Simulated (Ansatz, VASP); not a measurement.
## SiC: VASP beside Ansatz

```xyz
16
Lattice="1.5376 -2.6632 0.0000 0.0000 0.0000 -5.0482 9.8663 4.2166 2.1036" Properties=species:S:1:pos:R:3 pbc="T T T"
Si    8.4568    3.1071   -5.0249
Si    0.7688    0.4439   -5.0249
Si    3.8440    0.4439   -5.0249
Si    5.3816    3.1071   -5.0249
Si    9.9944    2.2193   -2.5008
Si    2.3064   -0.4439   -2.5008
Si    5.3816   -0.4439   -2.5008
Si    6.9192    2.2193   -2.5008
C     8.4568    3.1071   -3.1279
C     0.7688    0.4439   -3.1279
C     3.8440    0.4439   -3.1279
C     5.3816    3.1071   -3.1279
C     9.9944    2.2193   -0.6038
C     2.3064   -0.4439   -0.6038
C     5.3816   -0.4439   -0.6038
C     6.9192    2.2193   -0.6038
```

Alike in both runs: task single point; functional r2SCAN; k mesh 7 × 5 × 2; occupations gaussian, width 0.05 eV; no spin polarisation.

|  | VASP | Ansatz |
| --- | --- | --- |
| version | VASP 6.6.1 | Ansatz 0.2.0 |
| potentials or method | VASP PAW PBE potentials, release 64 (Si, C), cutoff 520 eV | scalar-relativistic, plane waves, PAW |
| valence electrons in the cell | 64 | 64 |

VASP gave:

- gap on the k mesh at the Fermi level (eV): none
- pressure (GPa): 3.5
- traceless stress, the component that is largest in VASP (GPa): 7.55
- rms of the force components (eV/Å): 0.852

Problem. What did Ansatz give for the same quantities?

Solution. gap on the k mesh at the Fermi level (eV): none; pressure (GPa): 3.7; traceless stress, the component that is largest in VASP (GPa): 7.51; rms of the force components (eV/Å): 0.851.

VASP's potentials were made for PBE, not for r2SCAN. Atom by atom the forces differ by 0.006 eV/Å (rms over components). A gap of «none» marks a metal or a gap that the smearing closes.
